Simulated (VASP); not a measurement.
Wanted: the native input for a VASP 6.6.1 run.

```yaml
Task: single point
Functional: PBEsol
Potentials_or_basis: VASP PAW PBE potentials, release 64 (Ca_sv, O)
Cutoff: 600 eV
k_mesh: 8 × 8 × 8
Occupations: gaussian, width 0.1 eV
Spin: no spin polarisation
Dipole_correction: no
Further_INCAR_settings: ALGO = Normal; EDIFF = 1e-06; NBANDS = 15
```

The structure of CaO (sol) lies in POSCAR:

```
CaO
1.0
    0.0000000000      2.3835386696      2.3835386696
    2.3835386696      0.0000000000      2.3835386696
    2.3835386696      2.3835386696      0.0000000000
Ca O
1 1
Direct
    0.0000000000      0.0000000000      0.0000000000
    0.5000000000      0.5000000000      0.5000000000
```

These files were run (other wordings do the same):

INCAR

```
  PREC = Accurate
  ENCUT = 600
  EDIFF = 1E-6
  ISMEAR = 0
  SIGMA = 0.1
  LREAL = False
  LASPH = True
  NELM = 120
  ALGO = Normal
  ISIF = 2
  LWAVE = False
  LCHARG = True
  GGA = PS
  LELF = True
  LVHAR = True
  NBANDS = 15
  GGA_COMPAT = False
```

KPOINTS

```
regular mesh
0
Gamma
  8 8 8
```

Potentials or basis: VASP PAW PBE potentials, release 64 (Ca_sv, O).

Launch:

```console
$ cat potpaw_PBE.64/Ca_sv/POTCAR potpaw_PBE.64/O/POTCAR > POTCAR
$ mpirun -np 1 vasp_std > vasp.out
```

It gave:

```json
{"Pressure": "0.5 GPa", "Band gap on the k mesh": "3.52 eV, indirect (least direct gap 3.89 eV)"}
```

Caveat: the PAW data sets were made with another functional, which shifts forces and pressure a little.

Run time: 15 s on 1 thread of AMD EPYC 7R43 64-Core Processor (Zen 3), on a shared host, peak memory 0.13 GiB.
